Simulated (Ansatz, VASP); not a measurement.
**W: VASP beside Ansatz**

```
W
1.0
     2.03000   -2.03000    0.00000
     2.03000    0.00000   -2.03000
     8.12000    8.12000    8.12000
W
6
Direct
  0.66667 0.66667 0.16667
  0.00000 0.00000 0.00000
  0.33333 0.33333 0.33333
  0.66667 0.66667 0.66667
  0.00000 0.00000 0.50000
  0.33333 0.33333 0.83333
```

Alike in both runs: task single point; functional PBEsol; k mesh 19 × 19 × 4; occupations gaussian, width 0.15 eV; no spin polarisation.

|  | VASP | Ansatz |
| --- | --- | --- |
| version | VASP 6.6.1 | Ansatz 0.2.0 |
| potentials or method | VASP PAW PBE potentials, release 64 (W_sv), cutoff 520 eV | scalar-relativistic, plane waves, PAW |
| valence electrons in the cell | 84 | 84 |

|  | VASP | Ansatz | Ansatz less VASP |
| --- | --- | --- | --- |
| gap on the k mesh at the Fermi level (eV) | none | none | - |
| pressure (GPa) | -12.3 | -12.7 | -0.46 |

VASP's potentials were made for PBE, not for PBEsol. A gap of «none» marks a metal or a gap that the smearing closes. With one functional, cell and mesh, what is left measures potentials, basis and numerics.

Spin-orbit coupling is off throughout.
